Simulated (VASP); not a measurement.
Input of a VASP 6.6.1 run:

Contents of INCAR:

```
SYSTEM = SiO2
PREC = Accurate
ENCUT = 520
EDIFF = 1E-6
ISMEAR = -1
SIGMA = 0.05
LREAL = .False.
LASPH = .True.
NELM = 60
ALGO = Normal
ISIF = 2
LWAVE = .False.
LCHARG = .False.
GGA = PE
NBANDS = 44
```

KPOINTS

```
Automatic mesh
0
Gamma
  6 6 6
  0 0 0
```

Contents of POSCAR:

```
SiO2
1.0
   -4.4720405200      4.4720405200      2.6117703500
    4.4720405200     -4.4720405200      2.6117703500
    4.4720405200      4.4720405200     -2.6117703500
Si O
4 8
Direct
    0.8231114200      0.8231114200      0.6462228400
    0.1768885800      0.8231114200      0.0000000000
    0.8231114200      0.1768885800      0.0000000000
    0.1768885800      0.1768885800      0.3537771600
    0.0000000000      0.7914513400      0.7914513400
    0.2085486600      0.0000000000      0.2085486600
    0.7914513400      0.0000000000      0.7914513400
    0.0000000000      0.2085486600      0.2085486600
    0.0000000000      0.0000000000      0.5000000000
    0.5000000000      0.0000000000      0.0000000000
    0.0000000000      0.5000000000      0.0000000000
    0.5000000000      0.5000000000      0.5000000000
```

Potentials or basis: VASP PAW PBE potentials, release 64 (Si, O).

The run is started by

```sh
$ cat potpaw_PBE.64/Si/POTCAR potpaw_PBE.64/O/POTCAR > POTCAR
$ mpirun -np 1 vasp_std > vasp.out
```

(1) Predict the band gap on the k mesh.

(2) Estimate the pressure.

(3) What does it give for the largest force?

Answers

(1) 5.45 eV, indirect (least direct gap 5.46 eV).

(2) 3.7 GPa.

(3) 0.204 eV/Å.
